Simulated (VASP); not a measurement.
# NaCl (I4/mmm) in VASP: single point with r2SCAN

Aim: the single point of NaCl with r2SCAN.

Everything below comes from runs of VASP 6.6.1. Logs are shortened: lines on timing, memory, paths and dates and some standing lists are left out, and cuts for length are marked.

**1. The cell of the first run**

The structure is tetragonal, space group I4/mmm (No. 139). Conventional cell: a = 4.160 Å, b = 4.160 Å, c = 5.605 Å, α = 90.00°, β = 90.00°, γ = 90.00°. Na (site symmetry 4/mmm) has 6 Cl at 2.80 to 2.94 Å within 3.7 Å. Within 3.7 Å of Cl (site symmetry 4/mmm) lie 6 Na at 2.80 to 2.94 Å.

**2. Single point, r2SCAN (biaxial xy strain +5.0%)**

File POSCAR:

```
NaCl
1.0
    0.0000000000      2.9414324224      2.8026988303
    2.9414324224      0.0000000000      2.8026988303
    2.9414324224      2.9414324224      0.0000000000
Na Cl
1 1
Direct
    0.0000000000      0.0000000000      0.0000000000
    0.5000000000      0.5000000000      0.5000000000
```

File INCAR.step1:

```
PREC     = Accurate       # precision mode
ENCUT    = 520            # plane-wave cutoff, eV
ISMEAR   = 0              # smearing method
SIGMA    = 0.01           # smearing width, eV
LREAL    = False          # projectors in reciprocal space
LASPH    = True           # aspherical terms in the spheres
NELM     = 60             # most SCF steps
NBANDS   = 14             # bands
GGA      = PE             # functional
ALGO     = Normal         # electronic algorithm
EDIFF    = 1E-4           # SCF threshold, eV
LWAVE    = True           # write WAVECAR
LCHARG   = False          # write CHGCAR
```

File INCAR.step2:

```
PREC     = Accurate       # precision mode
ENCUT    = 520            # plane-wave cutoff, eV
EDIFF    = 1E-6           # SCF threshold, eV
ISMEAR   = 0              # smearing method
SIGMA    = 0.01           # smearing width, eV
LREAL    = False          # projectors in reciprocal space
LASPH    = True           # aspherical terms in the spheres
NELM     = 60             # most SCF steps
ALGO     = Normal         # electronic algorithm
ISIF     = 2              # what is computed and relaxed
LWAVE    = False          # write WAVECAR
LCHARG   = True           # write CHGCAR
METAGGA  = R2SCAN         # meta-GGA
LMIXTAU  = True         
LELF     = True           # ELF
LVHAR    = True         
NBANDS   = 14             # bands
ISTART   = 1
```

File KPOINTS:

```
Automatic mesh
0
Gamma
  8 8 8
```

Potentials or basis: VASP PAW PBE potentials, release 64 (Na_pv, Cl).

The run is started by

```
cat potpaw_PBE.64/Na_pv/POTCAR potpaw_PBE.64/Cl/POTCAR > POTCAR
cp INCAR.step1 INCAR
mpirun -np 1 vasp_std > vasp.out
cp INCAR.step2 INCAR
mpirun -np 1 vasp_std > vasp.out
```

OUTCAR:

```text
PREC = Accurate
   ENCUT = 520
   EDIFF = 1E-6
   ISMEAR = 0
   LREAL = False
   LASPH = True
   NELM = 60
   ISIF = 2
   METAGGA = R2SCAN
   ISTART = 1

 ion  position               nearest neighbor table
   1  0.000  0.000  0.000-
   2  0.500  0.500  0.500-

  LATTYP: Found a body centered tetragonal cell.
 ALAT       =     4.1598136246
 C/A-ratio  =     1.3475117317

  Lattice vectors:

 A1 = (   0.0000000000,  -2.9414324224,  -2.8026988303)
 A2 = (   0.0000000000,   2.9414324224,  -2.8026988303)
 A3 = (   2.9414324224,   0.0000000000,   2.8026988303)

Analysis of symmetry for initial positions (statically):
=====================================================================
 Subroutine PRICEL returns:
 Original cell was already a primitive cell.

 Routine SETGRP: Setting up the symmetry group for a
 body centered tetragonal supercell.

 Subroutine GETGRP returns: Found 16 space group operations
 (whereof 16 operations were pure point group operations)
 out of a pool of 16 trial point group operations.

The static configuration has the point symmetry D_4h.

Analysis of symmetry for dynamics (positions and initial velocities):
=====================================================================
 Subroutine PRICEL returns:
 Original cell was already a primitive cell.

 Routine SETGRP: Setting up the symmetry group for a
 body centered tetragonal supercell.

 Subroutine GETGRP returns: Found 16 space group operations
 (whereof 16 operations were pure point group operations)
 out of a pool of 16 trial point group operations.

The dynamic configuration has the point symmetry D_4h.

 Subroutine INISYM returns: Found 16 space group operations
 (whereof 16 operations are pure point group operations),
 and found     1 'primitive' translations

----------------------------------------------------------------------------------------

                                     Primitive cell

  volume of cell :      48.4980

  direct lattice vectors                    reciprocal lattice vectors
     0.000000000  2.941432422  2.802698830    -0.169985207  0.169985207  0.178399475
     2.941432422  0.000000000  2.802698830     0.169985207 -0.169985207  0.178399475
     2.941432422  2.941432422  0.000000000     0.169985207  0.169985207 -0.178399475

  length of vectors
     4.062898649  4.062898649  4.159813625     0.299359840  0.299359840  0.299359840

  position of ions in fractional coordinates (direct lattice)
     0.000000000  0.000000000  0.000000000
     0.500000000  0.500000000  0.500000000

  ion indices of the primitive-cell ions
   primitive index   ion index
                 1           1
                 2           2

----------------------------------------------------------------------------------------

 KPOINTS: Automatic mesh

Automatic generation of k-mesh.
 Grid dimensions read from file:
 generate k-points for:    8    8    8

 Generating k-lattice:

  Cartesian coordinates                     Fractional coordinates (reciprocal lattice)
    -0.021248151  0.021248151  0.022299934     0.125000000  0.000000000  0.000000000
     0.021248151 -0.021248151  0.022299934     0.000000000  0.125000000  0.000000000
     0.021248151  0.021248151 -0.022299934    -0.000000000 -0.000000000  0.125000000

  Length of vectors
     0.037419980  0.037419980  0.037419980

  Shift w.r.t. Gamma in fractional coordinates (k-lattice)
     0.000000000  0.000000000  0.000000000

 Subroutine IBZKPT returns following result:
 ===========================================

 Found     59 irreducible k-points:

 Following reciprocal coordinates:
            Coordinates               Weight
  0.000000  0.000000  0.000000      1.000000
  0.125000  0.000000  0.000000      8.000000
  0.250000  0.000000  0.000000      8.000000
  0.375000  0.000000  0.000000      8.000000
  0.500000  0.000000  0.000000      4.000000
  0.125000  0.125000  0.000000      2.000000
[... 16 lines left out ...]
  0.250000  0.000000  0.125000     16.000000
  0.375000  0.000000  0.125000     16.000000
 [... further k-points ...]
   k-points           NKPTS =     59   k-points in BZ     NKDIM =     59   number of bands    NBANDS=     14
   number of dos      NEDOS =    301   number of ions     NIONS =      2
   total plane-waves  NPLWV =  28800
   dimension x,y,z NGX =    30 NGY =   30 NGZ =   32
   dimension x,y,z NGXF=    60 NGYF=   60 NGZF=   64
   ions per type =               1   1
   NGX,Y,Z   is equivalent  to a cutoff of  12.28, 12.28, 12.79 a.u.
   NGXF,Y,Z  is equivalent  to a cutoff of  24.55, 24.55, 25.58 a.u.
 SYSTEM =  unknown system
   PREC   = accura    normal or accurate (medium, high low for compatibility)
   ISTART =      1    job   : 0-new  1-cont  2-samecut
   ICHARG =      0    charge: 1-file 2-atom 10-const
   ISPIN  =      1    spin polarized calculation?
   LNONCOLLINEAR =      F non collinear calculations
   LSORBIT =      F    spin-orbit coupling
   LASPH  =      T    aspherical Exc in radial PAW
   ENCUT  =  520.0 eV  38.22 Ry    6.18 a.u.   7.55  7.55  7.73*2*pi/ulx,y,z
   NELM   =     60;   NELMIN=  2; NELMDL=  0     # of ELM steps
   EDIFF  = 0.1E-05   stopping-criterion for ELM
   LREAL  =      F    real-space projection
   EDIFFG = 0.1E-04   stopping-criterion for IOM
   NSW    =      0    number of steps for IOM
   IBRION =     -1    ionic relax: 0-MD 1-quasi-New 2-CG
   NFREE  =      0    steps in history (QN), initial steepest desc. (CG)
   ISIF   =      2    stress and relaxation
   ISYM   =      2    0-nonsym 1-usesym 2-fastsym
   POTIM  = 0.5000    time-step for ionic-motion
   TEBEG  =    0.0;   TEEND  =   0.0 temperature during run
   PSTRESS=    0.0 pullay stress
   NELECT =      14.0000    total number of electrons
   NUPDOWN=      -1.0000    fix difference up-down
   EMIN   =  10.00;   EMAX   =-10.00  energy-range for DOS
   EFERMI =   0.00;   METHOD = LEGACY
   ISMEAR =     0;   SIGMA  =   0.01  broadening in eV -4-tet -1-fermi 0-gaus
   EFERMI_NEDOS =   21; number of points for ismear=-14 and -15
   IALGO  =     38    algorithm
   IMIX   =      4    mixing-type and parameters
     AMIX     =   0.40;   BMIX     =  1.00
     AMIX_MAG =   1.60;   BMIX_MAG =  1.00
  volume/ion in A,a.u.               =      24.25       163.64
  Fermi-wavevector in a.u.,A,eV,Ry     =   1.081956  2.044600 15.927361  1.170628
  Thomas-Fermi vector in A             =   2.217985
   LORBIT       =      0    0 simple, 1 ext, 2 COOP (PROOUT), +10 PAW based schemes
   METAGGA = R2SCAN    functional components
   LHFCALC =     F    Hartree Fock is set to
   AEXX    =    0.0000 exact exchange contribution
   IVDW    =     0    specifies the selected vdW correction
   LEPSILON=     F    determine dielectric tensor
   LRPA    =     F    only Hartree local field effects (RPA)
 non-spin polarized calculation
 Gauss-broadening in eV      SIGMA  =   0.01
  energy-cutoff  :      520.00
  volume of cell :       48.50
 maximum number of plane-waves:      1326
   NGX = 15   NGY = 15   NGZ = 15

 number of electron      13.9999993 magnetization

 Free energy of the ion-electron system (eV)
  ---------------------------------------------------
  ext. energy  EPLUGINS =         0.00000000
  ---------------------------------------------------
  free energy    TOTEN  =       -13.74613663 eV

  energy without entropy =      -13.74613663  energy(sigma->0) =      -13.74613663

 E-fermi :  -1.4773     XC(G=0):  -8.2812

 val. band max:       -1.5751044527   @ k =   0.0000   0.0000   0.0000
 cond. band min:       4.0260710666   @ k =   0.0000   0.0000   0.0000
 fundamental gap:      5.6011755194
 Fermi energy:        -1.4772844015

 k-point     1 :       0.0000    0.0000    0.0000
  band No.  band energies     occupation
      1     -23.2614      2.00000
      2     -23.2611      2.00000
      3     -23.2534      2.00000
      4     -14.6485      2.00000
      5      -1.6216      2.00000
      6      -1.5751      2.00000
      7      -1.5751      2.00000
      8       4.0261      0.00000
      9       9.9846      0.00000
     10       9.9847      0.00000
     11      10.3232      0.00000
     12      11.9544      0.00000
     13      12.5187      0.00000
     14      13.6743      0.00000

 k-point     2 :       0.1250    0.0000    0.0000
  band No.  band energies     occupation
      1     -23.2630      2.00000
      2     -23.2617      2.00000
      3     -23.2544      2.00000
      4     -14.6104      2.00000
      5      -1.9083      2.00000
      6      -1.6335      2.00000
      7      -1.6175      2.00000
      8       4.4836      0.00000
      9       9.5277      0.00000
     10      10.1572      0.00000
     11      10.4150      0.00000
     12      11.7515      0.00000
     13      12.2265      0.00000
     14      14.5978      0.00000

 k-point     3 :       0.2500    0.0000    0.0000
  band No.  band energies     occupation
      1     -23.2689      2.00000
      2     -23.2624      2.00000
      3     -23.2557      2.00000
      4     -14.5163      2.00000
      5      -2.5466      2.00000
      6      -1.7166      2.00000
      7      -1.7068      2.00000
      8       5.4317      0.00000
      9       8.9209      0.00000
     10      10.1782      0.00000
     11      10.5992      0.00000
     12      12.0988      0.00000
     13      12.2786      0.00000
     14      14.5249      0.00000
[... 324 lines left out ...]
 k-point    23 :       0.2500    0.0000    0.1250
  band No.  band energies     occupation
      1     -23.2675      2.00000
      2     -23.2626      2.00000
      3     -23.2555      2.00000
      4     -14.5302      2.00000
      5      -2.3717      2.00000
      6      -1.7852      2.00000
      7      -1.7390      2.00000
      8       5.4270      0.00000
      9       8.6964      0.00000
     10      10.1284      0.00000
     11      10.8109      0.00000
     12      11.3113      0.00000
     13      12.7910      0.00000
     14      15.6200      0.00000

 k-point    24 :       0.3750    0.0000    0.1250
  band No.  band energies     occupation
      1     -23.2730      2.00000
      2     -23.2636      2.00000
      3     -23.2568      2.00000
      4     -14.4355      2.00000
      5      -2.8887      2.00000
      6      -1.8932      2.00000
      7      -1.8357      2.00000
      8       6.2602      0.00000
      9       8.6541      0.00000
     10       9.5389      0.00000
     11      10.6777      0.00000
     12      12.4651      0.00000
     13      13.8121      0.00000
     14      15.1223      0.00000

 [... further k-points ...]

------------------------ aborting loop because EDIFF is reached ----------------------------------------

  FORCE on cell =-STRESS in cart. coord.  units (eV):
  Direction    XX          YY          ZZ          XY          YZ          ZX
  --------------------------------------------------------------------------------------
  -------------------------------------------------------------------------------------
  Total       -0.7922019     -0.7922019     -0.3595755      0.0000000     -0.0000000     -0.0000000
  in kB      -26.1711189    -26.1711189    -11.8789060      0.0000000     -0.0000000     -0.0000000
  external PRESSURE =     -21.4070479 kB  Pullay stress =       0.0000000 kB

 VOLUME and BASIS-vectors are now :
 -----------------------------------------------------------------------------
  energy-cutoff  :      520.00
  volume of cell :       48.50
      direct lattice vectors                 reciprocal lattice vectors
     0.000000000  2.941432422  2.802698830    -0.169985207  0.169985207  0.178399475
     2.941432422  0.000000000  2.802698830     0.169985207 -0.169985207  0.178399475
     2.941432422  2.941432422  0.000000000     0.169985207  0.169985207 -0.178399475

 POSITION                                       TOTAL-FORCE (eV/Angst)
 -----------------------------------------------------------------------------------
      0.00000      0.00000      0.00000         0.000000      0.000000     -0.000000
      2.94143      2.94143      2.80270         0.000000      0.000000      0.000000
 -----------------------------------------------------------------------------------
    total drift:                                0.000000      0.000000      0.000000

  FREE ENERGIE OF THE ION-ELECTRON SYSTEM (eV)
  ---------------------------------------------------
  free  energy   TOTEN  =       -13.7461366301 eV

  energy  without entropy=      -13.7461366301  energy(sigma->0) =      -13.74613663
```

It took 69 s on 1 thread of Intel Xeon 6975P-C (Granite Rapids), shared host; peak memory 0.18 GiB.

What came out:

* Free energy: -13.7461 eV
* Pressure: -2.1 GPa
* Band gap on the k mesh: 5.60 eV

Stress tensor (GPa, compression positive):
```
-2.62  0.00  0.00
 0.00 -2.62  0.00
 0.00  0.00 -1.19
```

Caveat: the cell differs from its parent crystal (biaxial xy strain +5.0%); the PAW data sets were made with another functional, which shifts forces and pressure a little. A k mesh can miss the band edges.
